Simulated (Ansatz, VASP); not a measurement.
Two plane-wave programs on La2O3

The input INCAR:

```
PREC = Accurate
ENCUT = 520
EDIFF = 1E-6
ISMEAR = -1
SIGMA = 0.02
LREAL = F
LASPH = T
NELM = 100
ALGO = Normal
ISIF = 2
LWAVE = F
LCHARG = T
GGA = PE
LELF = T
LVHAR = T
NBANDS = 28
```

KPOINTS

```
Automatic mesh
0
Gamma
  12 12 4
```

The input POSCAR:

```
La2O3
1.0
    3.7776974828      0.0000000000      0.0000000000
   -1.8888487414      3.2715819879      0.0000000000
    0.0000000000      0.0000000000      5.8811780668
La O
2 3
Direct
    0.6666666667      0.3333333333      0.7605263505
    0.3333333333      0.6666666667      0.2394736495
    0.6666666667      0.3333333333      0.3544630233
    0.3333333333      0.6666666667      0.6455369767
    0.0000000000      0.0000000000      0.0000000000
```

Input for Ansatz:

```yaml
crystal:
  lattice:
    - [3.7776974828, 0.0, 0.0]
    - [-1.8888487414, 3.2715819879, 0.0]
    - [0.0, 0.0, 5.8811780668]
  atoms:
    - { symbol: La, position: [0.6666666667, 0.3333333333, 0.7605263505] }
    - { symbol: La, position: [0.3333333333, 0.6666666667, 0.2394736495] }
    - { symbol: O, position: [0.6666666667, 0.3333333333, 0.3544630233] }
    - { symbol: O, position: [0.3333333333, 0.6666666667, 0.6455369767] }
    - { symbol: O, position: [0.0, 0.0, 0.0] }
kpoints:
  mp_grid: { grid: [12, 12, 4] }
  band_path:
    path:
      - [0.0, 0.0, 0.0]
      - [0.5, 0.0, 0.0]
      - [0.3333333333, 0.3333333333, 0.0]
      - [0.0, 0.0, 0.5]
      - [0.5, 0.0, 0.5]
      - [0.3333333333, 0.3333333333, 0.5]
      - [0.0, 0.5, 0.0]
    npoints: 1
hamiltonian:
  xc: pbe
scf:
  occupations: { method: fermi_dirac, width: 0.02 }
  n_extra_bands: 5
output:
  forces: true
  stress: true
  eigenvalues: true
```

Change from the starting cell: hydrostatic strain -4.0%.

Alike in both runs: task single point; functional PBE; k mesh 12 × 12 × 4; occupations fermi-dirac, width 0.02 eV; no spin polarisation.

```csv
,VASP,Ansatz
version,VASP 6.6.1,Ansatz 0.2.0
potentials or method,"VASP PAW PBE potentials, release 64 (La, O)","plane waves, PAW"
plane-wave cutoff (eV),520,420
valence electrons in the cell,40,40
```

```tsv
	VASP	Ansatz	Ansatz less VASP
gap on the k mesh at the Fermi level (eV)	3.81	3.79	-0.022
pressure (GPa)	20.8	21.1	+0.39
traceless stress, the component that is largest in VASP (GPa)	-3.89	-3.96	-0.068
rms of the force components (eV/Å)	0.016	0.010	-0.0062
```

Atom by atom the forces differ by 0.006 eV/Å (rms over components). The functional is the same, so the differences come from potentials, cutoffs and numerics.

Neither program's run includes spin-orbit coupling.
